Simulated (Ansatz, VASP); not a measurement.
## Two plane-wave programs on Bi

INCAR

```
PREC = Accurate ; ENCUT = 600
EDIFF = 1E-6 ; ISMEAR = -1
SIGMA = 0.05 ; LREAL = False
LASPH = True ; NELM = 60
ALGO = Normal ; ISIF = 3
LWAVE = False ; LCHARG = False
IBRION = 2 ; NSW = 60
EDIFFG = -0.01
```

KPOINTS

```
regular mesh
0
Gamma
  9 9 9
```

POSCAR

```
Bi
1.0
   -1.9814305318      1.9814305318      1.9814305318
    1.9814305318     -1.9814305318      1.9814305318
    1.9814305318      1.9814305318     -1.9814305318
Bi
1
Direct
    0.0000000000      0.0000000000      0.0000000000
```

Contents of input.yaml:

```yaml
crystal:
  lattice:
    - [-1.9814305318, 1.9814305318, 1.9814305318]
    - [1.9814305318, -1.9814305318, 1.9814305318]
    - [1.9814305318, 1.9814305318, -1.9814305318]
  atoms:
    - { symbol: Bi, position: [0.0, 0.0, 0.0] }
hamiltonian:
  xc: lda
  pseudopotentials: { kind: paw }
kpoints:
  mp_grid: { grid: [9, 9, 9] }
scf:
  occupations: { method: fermi_dirac, width: 0.05 }
output:
  forces: true
  stress: true
relax:
  f_tol: 0.01
  max_steps: 40
  cell: { stress_tol: 0.05 }
```

Alike in both runs: task relaxation of cell and atoms; functional LDA; k mesh 9 × 9 × 9; occupations fermi-dirac, width 0.05 eV; no spin polarisation.

|  | VASP | Ansatz |
| --- | --- | --- |
| version | VASP 6.6.1 | Ansatz 0.2.0 |
| potentials or method | VASP PAW LDA potentials, release 64 (Bi_d) | Ansatz PAW |
| plane-wave cutoff (eV) | 600 | 420 |
| valence electrons in the cell | 15 | 15 |

|  | VASP | Ansatz | Ansatz less VASP |
| --- | --- | --- | --- |
| relaxed volume (Å³/atom) | 29.42 | 29.35 | -0.071 |
| relaxed cell length with the largest relative difference (Å) | 3.368 | 3.366 | -0.0027 |

LDA's correlation is that of Perdew and Zunger in VASP and of Perdew and Wang (1992) in Ansatz.

Neither program's run includes spin-orbit coupling. Noted on Ansatz's run: the plane-wave basis is chosen anew once the cell has moved, so the energies of steps on either side of that aren't comparable.
